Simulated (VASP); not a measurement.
# PbS (P4/nmm) in VASP: further runs

The runs below take PbS through single point, relaxation of cell and atoms, relaxation of shape and atoms at fixed volume, with PBE.

All numbers are computed with VASP 6.6.1; they aren't measurements. Logs are shortened: lines on timing, memory, paths and dates and some standing lists are left out, and cuts for length are marked.

## Step 1: The cell of the first run

It takes space group P4/nmm (No. 129, tetragonal). The conventional cell has a = 4.248 Å, b = 4.248 Å, c = 6.009 Å, α = 90.00°, β = 90.00°, γ = 90.00°. Pb (site symmetry 4mm) has 6 S at 2.99 to 3.02 Å within 3.9 Å. S (site symmetry 4mm) has 6 Pb at 2.99 to 3.02 Å within 3.9 Å.

## Step 2: Single point, PBE

The input, INCAR:

```
ALGO = Normal ; EDIFF = 1E-6
ENCUT = 520 ; GGA = PE
ISIF = 2 ; ISMEAR = 0
LASPH = True ; LCHARG = False
LREAL = False ; LWAVE = False
NBANDS = 28 ; NELM = 100
PREC = Accurate ; SIGMA = 0.02
```

The input, KPOINTS:

```
k-points
0
Gamma
  8 8 6
```

The input, POSCAR:

```
PbS
1.0
    4.2480534138      0.0000000000      0.0000000000
    0.0000000000      4.2480534138      0.0000000000
    0.0000000000      0.0000000000      6.0090997648
Pb S
2 2
Direct
    0.5000000000      0.0000000000      0.7488913845
    0.0000000000      0.5000000000      0.2511086155
    0.5000000000      0.0000000000      0.2514106328
    0.0000000000      0.5000000000      0.7485893672
```

Potentials or basis: VASP PAW PBE potentials, release 64 (Pb_d, S).

Run with:

```bash
> cat potpaw_PBE.64/Pb_d/POTCAR potpaw_PBE.64/S/POTCAR > POTCAR
> mpirun -np 1 vasp_std > vasp.out
```

OUTCAR:

```text
EDIFF = 1E-6
   ENCUT = 520
   GGA = PE
   ISIF = 2
   ISMEAR = 0
   LASPH = True
   LREAL = False
   NELM = 100
   PREC = Accurate

 ion  position               nearest neighbor table
   1  0.500  0.000  0.749-   3 2.99   4 3.00   4 3.00   4 3.00   4 3.00   3 3.02
   2  0.000  0.500  0.251-   4 2.99   3 3.00   3 3.00   3 3.00   3 3.00   4 3.02
   3  0.500  0.000  0.251-   1 2.99   2 3.00   2 3.00   2 3.00   2 3.00   1 3.02
   4  0.000  0.500  0.749-   2 2.99   1 3.00   1 3.00   1 3.00   1 3.00   2 3.02

  LATTYP: Found a simple tetragonal cell.
 ALAT       =     4.2480534138
 C/A-ratio  =     1.4145537213

  Lattice vectors:

 A1 = (   4.2480534138,   0.0000000000,   0.0000000000)
 A2 = (   0.0000000000,   4.2480534138,   0.0000000000)
 A3 = (   0.0000000000,   0.0000000000,   6.0090997648)

Analysis of symmetry for initial positions (statically):
=====================================================================
 Subroutine PRICEL returns:
 Original cell was already a primitive cell.

 Routine SETGRP: Setting up the symmetry group for a
 simple tetragonal supercell.

 Subroutine GETGRP returns: Found 16 space group operations
 (whereof  8 operations were pure point group operations)
 out of a pool of 16 trial point group operations.

The static configuration has the point symmetry D_2d.
 The point group associated with its full space group is D_4h.

Analysis of symmetry for dynamics (positions and initial velocities):
=====================================================================
 Subroutine PRICEL returns:
 Original cell was already a primitive cell.

 Routine SETGRP: Setting up the symmetry group for a
 simple tetragonal supercell.

 Subroutine GETGRP returns: Found 16 space group operations
 (whereof  8 operations were pure point group operations)
 out of a pool of 16 trial point group operations.

The dynamic configuration has the point symmetry D_2d.
 The point group associated with its full space group is D_4h.

 Subroutine INISYM returns: Found 16 space group operations
 (whereof  8 operations are pure point group operations),
 and found     1 'primitive' translations

----------------------------------------------------------------------------------------

                                     Primitive cell

  volume of cell :     108.4400

  direct lattice vectors                    reciprocal lattice vectors
     4.248053414  0.000000000  0.000000000     0.235401937  0.000000000  0.000000000
     0.000000000  4.248053414  0.000000000     0.000000000  0.235401937  0.000000000
     0.000000000  0.000000000  6.009099765     0.000000000  0.000000000  0.166414278

  length of vectors
     4.248053414  4.248053414  6.009099765     0.235401937  0.235401937  0.166414278

  position of ions in fractional coordinates (direct lattice)
     0.500000000  0.000000000  0.748891384
     0.000000000  0.500000000  0.251108616
     0.500000000  0.000000000  0.251410633
     0.000000000  0.500000000  0.748589367

  ion indices of the primitive-cell ions
   primitive index   ion index
                 1           1
                 2           2
                 3           3
                 4           4

----------------------------------------------------------------------------------------

 KPOINTS: k-points

Automatic generation of k-mesh.
 Grid dimensions read from file:
 generate k-points for:    8    8    6

 Generating k-lattice:

  Cartesian coordinates                     Fractional coordinates (reciprocal lattice)
     0.029425242  0.000000000  0.000000000     0.125000000  0.000000000  0.000000000
     0.000000000  0.029425242  0.000000000     0.000000000  0.125000000  0.000000000
     0.000000000  0.000000000  0.027735713     0.000000000  0.000000000  0.166666667

  Length of vectors
     0.029425242  0.029425242  0.027735713

  Shift w.r.t. Gamma in fractional coordinates (k-lattice)
     0.000000000  0.000000000  0.000000000

 Subroutine IBZKPT returns following result:
 ===========================================

 Found     60 irreducible k-points:

 Following reciprocal coordinates:
            Coordinates               Weight
  0.000000  0.000000  0.000000      1.000000
  0.125000  0.000000  0.000000      4.000000
  0.250000  0.000000  0.000000      4.000000
  0.375000  0.000000  0.000000      4.000000
  0.500000  0.000000  0.000000      2.000000
  0.125000  0.125000  0.000000      4.000000
[... 16 lines left out ...]
  0.375000  0.125000  0.166667     16.000000
  0.500000  0.125000  0.166667      8.000000
 [... further k-points ...]
   k-points           NKPTS =     60   k-points in BZ     NKDIM =     60   number of bands    NBANDS=     28
   number of dos      NEDOS =    301   number of ions     NIONS =      4
   total plane-waves  NPLWV =  49152
   dimension x,y,z NGX =    32 NGY =   32 NGZ =   48
   dimension x,y,z NGXF=    64 NGYF=   64 NGZF=   96
   ions per type =               2   2
   NGX,Y,Z   is equivalent  to a cutoff of  12.52, 12.52, 13.28 a.u.
   NGXF,Y,Z  is equivalent  to a cutoff of  25.05, 25.05, 26.56 a.u.
 SYSTEM =  unknown system
   PREC   = accura    normal or accurate (medium, high low for compatibility)
   ISTART =      0    job   : 0-new  1-cont  2-samecut
   ICHARG =      2    charge: 1-file 2-atom 10-const
   ISPIN  =      1    spin polarized calculation?
   LNONCOLLINEAR =      F non collinear calculations
   LSORBIT =      F    spin-orbit coupling
   LASPH  =      T    aspherical Exc in radial PAW
   ENCUT  =  520.0 eV  38.22 Ry    6.18 a.u.   7.90  7.90 11.17*2*pi/ulx,y,z
   NELM   =    100;   NELMIN=  2; NELMDL= -5     # of ELM steps
   EDIFF  = 0.1E-05   stopping-criterion for ELM
   LREAL  =      F    real-space projection
[... 7 lines left out ...]
   TEBEG  =    0.0;   TEEND  =   0.0 temperature during run
   PSTRESS=    0.0 pullay stress
   NELECT =      40.0000    total number of electrons
   NUPDOWN=      -1.0000    fix difference up-down
   EMIN   =  10.00;   EMAX   =-10.00  energy-range for DOS
   EFERMI =   0.00;   METHOD = LEGACY
   ISMEAR =     0;   SIGMA  =   0.02  broadening in eV -4-tet -1-fermi 0-gaus
   EFERMI_NEDOS =   21; number of points for ismear=-14 and -15
   IALGO  =     38    algorithm
   IMIX   =      4    mixing-type and parameters
     AMIX     =   0.40;   BMIX     =  1.00
     AMIX_MAG =   1.60;   BMIX_MAG =  1.00
  volume/ion in A,a.u.               =      27.11       182.95
  Fermi-wavevector in a.u.,A,eV,Ry     =   1.174082  2.218693 18.755199  1.378468
  Thomas-Fermi vector in A             =   2.310485
   LORBIT       =      0    0 simple, 1 ext, 2 COOP (PROOUT), +10 PAW based schemes
   GGA     = PE    functional components
   LHFCALC =     F    Hartree Fock is set to
   AEXX    =    0.0000 exact exchange contribution
   IVDW    =     0    specifies the selected vdW correction
   LEPSILON=     F    determine dielectric tensor
   LRPA    =     F    only Hartree local field effects (RPA)
 non-spin polarized calculation
 Gauss-broadening in eV      SIGMA  =   0.02
  energy-cutoff  :      520.00
  volume of cell :      108.44
 maximum number of plane-waves:      2952
 NGX is ok and might be reduce to    32
   NGX = 15   NGY = 15   NGZ = 23

 number of electron      40.0000011 magnetization

 Free energy of the ion-electron system (eV)
  ---------------------------------------------------
  ext. energy  EPLUGINS =         0.00000000
  ---------------------------------------------------
  free energy    TOTEN  =       -17.53881821 eV

  energy without entropy =      -17.53881821  energy(sigma->0) =      -17.53881821

 E-fermi :   5.4123     XC(G=0):  -9.5021

 val. band max:        5.2856832439   @ k =   0.5000   0.0000   0.5000
 cond. band min:       5.7857861020   @ k =   0.5000   0.0000   0.5000
 fundamental gap:      0.5001028581
 Fermi energy:         5.4122806567

 k-point     1 :       0.0000    0.0000    0.0000
  band No.  band energies     occupation
      1     -11.5506      2.00000
      2     -11.4637      2.00000
      3     -11.4424      2.00000
      4     -11.4424      2.00000
      5     -11.4423      2.00000
      6     -11.4251      2.00000
[... 20 lines left out ...]
     27      10.8636      0.00000
     28      12.1525      0.00000

 k-point     2 :       0.1250    0.0000    0.0000
  band No.  band energies     occupation
      1     -11.5414      2.00000
      2     -11.4585      2.00000
      3     -11.4423      2.00000
      4     -11.4402      2.00000
      5     -11.4393      2.00000
      6     -11.4276      2.00000
[... 20 lines left out ...]
     27      10.8218      0.00000
     28      12.1098      0.00000

 k-point     3 :       0.2500    0.0000    0.0000
  band No.  band energies     occupation
      1     -11.5180      2.00000
      2     -11.4444      2.00000
      3     -11.4414      2.00000
      4     -11.4390      2.00000
      5     -11.4341      2.00000
      6     -11.4338      2.00000
[... 20 lines left out ...]
     27      11.5786      0.00000
     28      12.4009      0.00000

 k-point     4 :       0.3750    0.0000    0.0000
  band No.  band energies     occupation
      1     -11.4899      2.00000
      2     -11.4482      2.00000
      3     -11.4389      2.00000
      4     -11.4377      2.00000
      5     -11.4307      2.00000
      6     -11.4269      2.00000
[... 20 lines left out ...]
     27      13.0206      0.00000
     28      13.0569      0.00000

 k-point     5 :       0.5000    0.0000    0.0000
  band No.  band energies     occupation
      1     -11.4655      2.00000
      2     -11.4655      2.00000
      3     -11.4383      2.00000
      4     -11.4383      2.00000
      5     -11.4298      2.00000
      6     -11.4298      2.00000
[... 20 lines left out ...]
     27      13.7028      0.00000
     28      13.7029      0.00000

 k-point     6 :       0.1250    0.1250    0.0000
  band No.  band energies     occupation
      1     -11.5340      2.00000
      2     -11.4534      2.00000
      3     -11.4455      2.00000
      4     -11.4350      2.00000
      5     -11.4350      2.00000
      6     -11.4349      2.00000
[... 463 lines left out ...]
      5     -11.4351      2.00000
      6     -11.4326      2.00000
[... 20 lines left out ...]
     27      11.5418      0.00000
     28      11.8831      0.00000

 k-point    22 :       0.2500    0.1250    0.1667
  band No.  band energies     occupation
      1     -11.5065      2.00000
      2     -11.4490      2.00000
      3     -11.4434      2.00000
      4     -11.4397      2.00000
      5     -11.4343      2.00000
      6     -11.4259      2.00000
[... 20 lines left out ...]
     27      11.5021      0.00000
     28      12.2921      0.00000

 k-point    23 :       0.3750    0.1250    0.1667
  band No.  band energies     occupation
      1     -11.4891      2.00000
      2     -11.4628      2.00000
      3     -11.4425      2.00000
      4     -11.4375      2.00000
      5     -11.4354      2.00000
      6     -11.4249      2.00000
[... 20 lines left out ...]
     27      11.7098      0.00000
     28      13.3417      0.00000

 k-point    24 :       0.5000    0.1250    0.1667
  band No.  band energies     occupation
      1     -11.4754      2.00000
      2     -11.4754      2.00000
      3     -11.4400      2.00000
      4     -11.4400      2.00000
      5     -11.4342      2.00000
      6     -11.4342      2.00000
[... 20 lines left out ...]
     27      12.4135      0.00000
     28      12.4135      0.00000

 [... further k-points ...]
[... 5 lines left out ...]
  --------------------------------------------------------------------------------------
  -------------------------------------------------------------------------------------
  Total       -0.0266798     -0.0266798     -0.0213456      0.0000000      0.0000000      0.0000000
  in kB       -0.3941887     -0.3941887     -0.3153762      0.0000000      0.0000000      0.0000000
  external PRESSURE =      -0.3679178 kB  Pullay stress =       0.0000000 kB

 VOLUME and BASIS-vectors are now :
 -----------------------------------------------------------------------------
  energy-cutoff  :      520.00
  volume of cell :      108.44
      direct lattice vectors                 reciprocal lattice vectors
     4.248053414  0.000000000  0.000000000     0.235401937  0.000000000  0.000000000
     0.000000000  4.248053414  0.000000000     0.000000000  0.235401937  0.000000000
     0.000000000  0.000000000  6.009099765     0.000000000  0.000000000  0.166414278

 POSITION                                       TOTAL-FORCE (eV/Angst)
 -----------------------------------------------------------------------------------
      2.12403      0.00000      4.50016         0.000000      0.000000      0.008147
      0.00000      2.12403      1.50894        -0.000000      0.000000     -0.008147
      2.12403      0.00000      1.51075         0.000000      0.000000     -0.005790
      0.00000      2.12403      4.49835        -0.000000     -0.000000      0.005790
 -----------------------------------------------------------------------------------
    total drift:                                0.000000      0.000000     -0.000000

  FREE ENERGIE OF THE ION-ELECTRON SYSTEM (eV)
  ---------------------------------------------------
  free  energy   TOTEN  =       -17.5388182131 eV

  energy  without entropy=      -17.5388182131  energy(sigma->0) =      -17.53881821
```

Wall time 1.9 min (1 thread of AMD EPYC 7R43 (Zen 3), shared host); peak memory 0.27 GiB.

What came out:

| Property | Result |
| --- | --- |
| Free energy | -17.5388 eV |
| Pressure | 0.0 GPa |
| Largest force | 0.008 eV/Å |
| Band gap on the k mesh | 0.50 eV |

Forces on the atoms (eV/Å):
```
Pb   0.000  0.000  0.008
Pb   0.000  0.000 -0.008
S    0.000  0.000 -0.006
S    0.000  0.000  0.006
```

Caveat: spin-orbit coupling is left out, which moves the levels of the heavy elements. A k mesh can miss the band edges.

## Step 3: Relaxation of cell and atoms, PBE

The input, INCAR:

```
SYSTEM = PbS
PREC = Accurate ; ENCUT = 600
EDIFF = 1E-7 ; ISMEAR = 0
SIGMA = 0.02 ; LREAL = .False.
LASPH = .True. ; NELM = 100
ALGO = Normal ; ISIF = 3
LWAVE = .False. ; LCHARG = .False.
GGA = PE ; IBRION = 2
NSW = 100 ; EDIFFG = -0.01
```

The input, KPOINTS:

```
regular mesh
0
Gamma
  8 8 6
  0 0 0
```

POSCAR is that of step 2.

Potentials or basis: VASP PAW PBE potentials, release 64 (Pb_d, S).

Run with:

```bash
> cat potpaw_PBE.64/Pb_d/POTCAR potpaw_PBE.64/S/POTCAR > POTCAR
> mpirun -np 1 vasp_std > vasp.out
```

Wall time 2.7 min (1 thread of AMD EPYC 7R43 (Zen 3), shared host); peak memory 0.31 GiB.

It converged, with:

- Free energy: -17.5392 eV
- Pressure after relaxing: 0.0 GPa
- Largest force after relaxing: 0.008 eV/Å
- Band gap on the k mesh: 0.50 eV

Forces on the atoms (eV/Å):
```
Pb   0.000  0.000  0.008
Pb   0.000  0.000 -0.008
S    0.000  0.000 -0.006
S    0.000  0.000  0.006
```

Final structure:
```xyz
4
Lattice="4.2481 0.0000 0.0000 0.0000 4.2481 0.0000 0.0000 0.0000 6.0091" Properties=species:S:1:pos:R:3 pbc="T T T"
Pb    2.1240    0.0000    4.5002
Pb    0.0000    2.1240    1.5089
S     2.1240    0.0000    1.5108
S     0.0000    2.1240    4.4983
```

Levels at points of the mesh, in eV from the valence-band top:
```
           k point  band 17  band 18  band 19  band 20  band 21  band 22  band 23  band 24
(0.00, 0.00, 0.00)    -3.15    -1.94    -1.94    -1.94     4.07     5.13     5.14     5.14
(0.50, 0.00, 0.00)    -1.69    -1.69    -0.72    -0.72     1.51     1.51     2.52     2.52
(0.50, 0.50, 0.00)    -3.16    -3.16    -3.15    -3.15     4.07     4.07     5.49     5.49
(0.00, 0.00, 0.50)    -2.56    -2.56    -1.60    -1.53     2.42     2.52     4.88     4.91
(0.50, 0.00, 0.50)    -1.58    -1.58     0.00     0.00     0.50     0.50     2.08     2.08
(0.50, 0.50, 0.50)    -4.07    -4.07    -0.91    -0.91     2.25     2.25     4.68     4.68
```

Caveat: the relaxation stopped at its first step, so nothing moved; spin-orbit coupling is left out, which moves the levels of the heavy elements. A k mesh can miss the band edges.

[end of part 1 of 2]
